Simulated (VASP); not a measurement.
# PtS2 (P-3m1) in VASP: further runs, part 2 of 2

VASP 6.6.1. Earlier steps stand in the parts before.

**3. Single point, r2SCAN**

POSCAR reads:

```
PtS2
1.0
    3.5526240946      0.0000000000      0.0000000000
   -1.7763120473      3.0766627160      0.0000000000
    0.0000000000      0.0000000000      5.1228306135
Pt S
1 2
Direct
    0.0000000000      0.0000000000      0.0000000000
    0.3333333333      0.6666666667      0.2392542175
    0.6666666667      0.3333333333      0.7607457825
```

INCAR.step1 reads:

```
ALGO = Normal
EDIFF = 1E-4
ENCUT = 520
GGA = PE
ISMEAR = 1
LASPH = True
LCHARG = False
LREAL = False
LWAVE = True
NBANDS = 18
NELM = 60
PREC = Accurate
SIGMA = 0.5
```

INCAR.step2 reads:

```
ALGO = Normal
EDIFF = 1E-6
ENCUT = 520
ISIF = 2
ISMEAR = 1
ISTART = 1
LASPH = True
LCHARG = False
LMIXTAU = True
LREAL = False
LWAVE = False
METAGGA = R2SCAN
NBANDS = 18
NELM = 60
PREC = Accurate
SIGMA = 0.5
```

KPOINTS reads:

```
k-points
0
Gamma
  6 6 4
```

Potentials or basis: VASP PAW PBE potentials, release 64 (Pt, S).

Run with:

```bash
> cat potpaw_PBE.64/Pt/POTCAR potpaw_PBE.64/S/POTCAR > POTCAR
> cp INCAR.step1 INCAR
> mpirun -np 1 vasp_std > vasp.out
> cp INCAR.step2 INCAR
> mpirun -np 1 vasp_std > vasp.out
```

Run time: 44 s. Hardware: 1 thread of Intel Xeon 6975P-C (Granite Rapids), shared host; peak memory 0.18 GiB.

It converged, with:

```
Free energy            : -68.8378 eV
Pressure               : 1.2 GPa
Largest force          : 0.047 eV/Å
Band gap on the k mesh : 0.98 eV, indirect (least direct gap 1.59 eV)
```

Forces in eV/Å, atoms in the order of the input:
```
Pt   0.000  0.000  0.000
S    0.000  0.000 -0.047
S    0.000  0.000  0.047
```

Stress tensor (GPa, compression positive):
```
1.24 0.00 0.00
0.00 1.24 0.00
0.00 0.00 1.13
```

Levels at points of the mesh, in eV from the valence-band top:
| k point | band 9 | band 10 | band 11 | band 12 | band 13 | band 14 |
| --- | --- | --- | --- | --- | --- | --- |
| (0.00, 0.00, 0.00) | -1.08 | -1.08 | 0.00 | 2.29 | 2.29 | 5.22 |
| (0.50, 0.00, 0.00) | -3.21 | -3.08 | -2.48 | 1.73 | 2.75 | 5.81 |
| (0.00, 0.00, 0.50) | -1.31 | -1.31 | -1.11 | 2.82 | 2.82 | 6.05 |
| (0.50, 0.00, 0.50) | -2.80 | -2.80 | -1.46 | 1.91 | 2.43 | 5.48 |

Caveat: the PAW data sets were made with another functional, which shifts forces and pressure a little; spin-orbit coupling is left out, which moves the levels of the heavy elements. A k mesh can miss the band edges.

**4. Single point, r2SCAN**

POSCAR is that of step 3.

INCAR.step1 reads:

```
SYSTEM = PtS2
ALGO = Normal
EDIFF = 1E-4
ENCUT = 520
GGA = PE
ISMEAR = 0
LASPH = .TRUE.
LCHARG = .FALSE.
LREAL = .FALSE.
LWAVE = .TRUE.
NBANDS = 18
NELM = 80
PREC = Accurate
SIGMA = 0.05
```

INCAR.step2 reads:

```
SYSTEM = PtS2
ALGO = Normal
EDIFF = 1E-6
ENCUT = 520
ISIF = 2
ISMEAR = 0
ISTART = 1
LASPH = .TRUE.
LCHARG = .FALSE.
LMIXTAU = .TRUE.
LREAL = .FALSE.
LWAVE = .FALSE.
METAGGA = R2SCAN
NBANDS = 18
NELM = 80
PREC = Accurate
SIGMA = 0.05
```

KPOINTS reads:

```
k-points
0
G
  6 6 4
  0 0 0
```

Run with:

```bash
> cat potpaw_PBE.64/Pt/POTCAR potpaw_PBE.64/S/POTCAR > POTCAR
> cp INCAR.step1 INCAR
> mpirun -np 1 vasp_std > vasp.out
> cp INCAR.step2 INCAR
> mpirun -np 1 vasp_std > vasp.out
```

It took 45 s on 1 thread of Intel Xeon 6975P-C (Granite Rapids), shared host; peak memory 0.18 GiB.

It converged, with:

```yaml
Free_energy: -68.8494 eV
Pressure: 1.2 GPa
Largest_force: 0.048 eV/Å
Band_gap_on_the_k_mesh: 0.98 eV, indirect (least direct gap 1.59 eV)
```

Forces on the atoms (eV/Å):
```
Pt   0.000  0.000  0.000
S    0.000  0.000 -0.048
S    0.000  0.000  0.048
```

Stress tensor (GPa, compression positive):
```
1.22 0.00 0.00
0.00 1.22 0.00
0.00 0.00 1.30
```

Levels at points of the mesh, in eV from the valence-band top:
| k point | band 7 | band 8 | band 9 | band 10 | band 11 | band 12 | band 13 | band 14 | band 15 | band 16 |
| --- | --- | --- | --- | --- | --- | --- | --- | --- | --- | --- |
| (0.00, 0.00, 0.00) | -3.90 | -2.08 | -1.07 | -1.07 | 0.00 | 2.29 | 2.29 | 5.22 | 6.04 | 8.57 |
| (0.50, 0.00, 0.00) | -3.24 | -3.21 | -3.20 | -3.08 | -2.48 | 1.73 | 2.75 | 5.81 | 6.98 | 8.63 |
| (0.00, 0.00, 0.50) | -3.92 | -2.63 | -1.31 | -1.31 | -1.11 | 2.82 | 2.82 | 6.05 | 7.64 | 8.24 |
| (0.50, 0.00, 0.50) | -3.22 | -3.22 | -2.80 | -2.80 | -1.46 | 1.91 | 2.42 | 5.48 | 5.92 | 8.14 |

Caveat: the PAW data sets were made with another functional, which shifts forces and pressure a little; spin-orbit coupling is left out, which moves the levels of the heavy elements. A k mesh can miss the band edges.

**5. Single point, r2SCAN**

POSCAR is that of step 4.

INCAR.step1 reads:

```
ALGO = Normal
EDIFF = 1E-5
ENCUT = 550
GGA = PE
GGA_COMPAT = False
ISMEAR = 1
LASPH = True
LCHARG = False
LREAL = False
LWAVE = True
NBANDS = 22
NELM = 120
PREC = Accurate
SIGMA = 0.5
```

INCAR.step2 reads:

```
ALGO = Normal
EDIFF = 1E-6
ENCUT = 550
GGA_COMPAT = False
ISIF = 2
ISMEAR = 1
ISTART = 1
LASPH = True
LCHARG = False
LMIXTAU = True
LREAL = False
LWAVE = False
METAGGA = R2SCAN
NBANDS = 22
NELM = 120
PREC = Accurate
SIGMA = 0.5
```

KPOINTS reads:

```
k-points
0
Gamma
  6 6 4
```

Potentials or basis: VASP PAW PBE potentials, release 64 (Pt_sv_GW, S).

Run with:

```bash
> cat potpaw_PBE.64/Pt_sv_GW/POTCAR potpaw_PBE.64/S/POTCAR > POTCAR
> cp INCAR.step1 INCAR
> mpirun -np 1 vasp_std > vasp.out
> cp INCAR.step2 INCAR
> mpirun -np 1 vasp_std > vasp.out
```

OUTCAR:

```text
EDIFF = 1E-6
   ENCUT = 550
   ISIF = 2
   ISMEAR = 1
   ISTART = 1
   LASPH = True
   LREAL = False
   METAGGA = R2SCAN
   NELM = 120
   PREC = Accurate

 ion  position               nearest neighbor table
   1  0.000  0.000  0.000-   2 2.39   3 2.39   2 2.39   3 2.39   3 2.39   2 2.39
   2  0.333  0.667  0.239-   1 2.39   1 2.39   1 2.39
   3  0.667  0.333  0.761-   1 2.39   1 2.39   1 2.39

  LATTYP: Found a hexagonal cell.
 ALAT       =     3.5526240946
 C/A-ratio  =     1.4419849883

  Lattice vectors:

 A1 = (   3.5526240946,   0.0000000000,   0.0000000000)
 A2 = (  -1.7763120473,   3.0766627160,   0.0000000000)
 A3 = (   0.0000000000,   0.0000000000,   5.1228306135)

Analysis of symmetry for initial positions (statically):
=====================================================================
 Subroutine PRICEL returns:
[... 167 lines left out ...]
  ext. energy  EPLUGINS =         0.00000000
  ---------------------------------------------------
  free energy    TOTEN  =       -68.76727593 eV

  energy without entropy =      -68.80105071  energy(sigma->0) =      -68.77853419

 E-fermi :   6.8684     XC(G=0): -11.3873

 val. band max:        6.0674790503   @ k =   0.0000   0.0000   0.0000
 cond. band min:       7.0644384982   @ k =   0.0000   0.3333   0.2500
 fundamental gap:      0.9969594479
 Fermi energy:         6.8683670389

 k-point     1 :       0.0000    0.0000    0.0000
  band No.  band energies     occupation
      1     -95.5560      2.00000
      2     -49.1499      2.00000
      3     -49.1499      2.00000
      4     -49.0523      2.00000
      5      -9.6909      2.00000
      6      -6.7778      2.00000
[... 589 lines left out ...]
     21      14.5701     -0.00000
     22      17.3413      0.00000

------------------------ aborting loop because EDIFF is reached ----------------------------------------

  FORCE on cell =-STRESS in cart. coord.  units (eV):
  Direction    XX          YY          ZZ          XY          YZ          ZX
  --------------------------------------------------------------------------------------
  -------------------------------------------------------------------------------------
  Total        0.1227872      0.1227872      0.1474258      0.0000000      0.0000000     -0.0000000
  in kB        3.5133761      3.5133761      4.2183731      0.0000000      0.0000000     -0.0000000
  external PRESSURE =       3.7483751 kB  Pullay stress =       0.0000000 kB

 VOLUME and BASIS-vectors are now :
 -----------------------------------------------------------------------------
  energy-cutoff  :      550.00
  volume of cell :       55.99
      direct lattice vectors                 reciprocal lattice vectors
     3.552624095  0.000000000  0.000000000     0.281482074  0.162513751  0.000000000
    -1.776312047  3.076662716  0.000000000     0.000000000  0.325027503  0.000000000
     0.000000000  0.000000000  5.122830613     0.000000000  0.000000000  0.195204580

 POSITION                                       TOTAL-FORCE (eV/Angst)
 -----------------------------------------------------------------------------------
      0.00000      0.00000      0.00000        -0.000000     -0.000000      0.000000
     -0.00000      2.05111      1.22566        -0.000000      0.000000     -0.076057
      1.77631      1.02555      3.89717         0.000000     -0.000000      0.076057
 -----------------------------------------------------------------------------------
    total drift:                               -0.000000      0.000000     -0.000000

  FREE ENERGIE OF THE ION-ELECTRON SYSTEM (eV)
  ---------------------------------------------------
  free  energy   TOTEN  =       -68.7672759310 eV

  energy  without entropy=      -68.8010507120  energy(sigma->0) =      -68.77853419
```

Wall time 57 s (1 thread of Intel Xeon 6975P-C (Granite Rapids), shared host); peak memory 0.2 GiB.

Results:

- Free energy: -68.7673 eV
- Pressure: 0.4 GPa
- Largest force: 0.076 eV/Å
- Band gap on the k mesh: 1.00 eV, indirect (least direct gap 1.61 eV)

Forces on the atoms (eV/Å):
```
Pt   0.000  0.000  0.000
S    0.000  0.000 -0.076
S    0.000  0.000  0.076
```

Caveat: the PAW data sets were made with another functional, which shifts forces and pressure a little; spin-orbit coupling is left out, which moves the levels of the heavy elements. A k mesh can miss the band edges.

**6. Summary**

```tsv
potentials or basis	cutoff (eV)	smearing	second run	gap on the mesh (eV)	pressure (GPa)	largest force (eV/Å)
VASP PAW PBE potentials, release 64 (Pt, S)	520	gaussian 0.01 eV	-	0.98	1.2	0.05
VASP PAW PBE potentials, release 64 (Pt, S)	520	methfessel-paxton 0.5 eV	-	0.98	1.2	0.05
VASP PAW PBE potentials, release 64 (Pt, S)	520	gaussian 0.05 eV	-	0.98	1.2	0.05
VASP PAW PBE potentials, release 64 (Pt_sv_GW, S)	550	methfessel-paxton 0.5 eV	valence_matched	1.00	0.4	0.08
```

Alike in all rows: task single point; level r2SCAN; no spin polarisation; cell as given; k mesh 6 × 6 × 4.

Caveats: the PAW data sets were made with another functional, which shifts forces and pressure a little; spin-orbit coupling is left out, which moves the levels of the heavy elements.

Total energies depend on the potentials used, so only differences within one code and one set of settings carry meaning.
